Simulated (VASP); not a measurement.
A run of VASP 6.6.1 is set up as follows.

INCAR

```
PREC = Accurate ; ENCUT = 520
EDIFF = 1E-6 ; ISMEAR = 0
SIGMA = 0.02 ; LREAL = F
LASPH = T ; NELM = 60
ALGO = Normal ; ISIF = 2
LWAVE = F ; LCHARG = T
GGA = PE ; LELF = T
LVHAR = T ; NBANDS = 30
```

The input KPOINTS:

```
Automatic mesh
0
Gamma
  6 6 10
```

The input POSCAR:

```
YAl3N4
1.0
    3.0716271531     -4.2869588809      0.0000000000
    3.0716271531      4.2869588809      0.0000000000
    0.0000000000      0.0000000000      3.0827811200
Y Al N
1 3 4
Direct
    0.5000000000      0.5000000000      0.5000000000
    0.0000000000      0.5000000000      0.0000000000
    0.5000000000      0.0000000000      0.0000000000
    0.0000000000      0.0000000000      0.5000000000
    0.7747505888      0.7747505888      0.0000000000
    0.2252494112      0.2252494112      0.0000000000
    0.7652481492      0.2347518508      0.5000000000
    0.2347518508      0.7652481492      0.5000000000
```

Potentials or basis: VASP PAW PBE potentials, release 64 (Y_sv, Al, N).

Command:

```console
$ cat potpaw_PBE.64/Y_sv/POTCAR potpaw_PBE.64/Al/POTCAR potpaw_PBE.64/N/POTCAR > POTCAR
$ mpirun -np 1 vasp_std > vasp.out
```

(1) Estimate the pressure.

(2) Predict the band gap on the k mesh.

Answers

(1) -0.3 GPa.

(2) 1.76 eV.
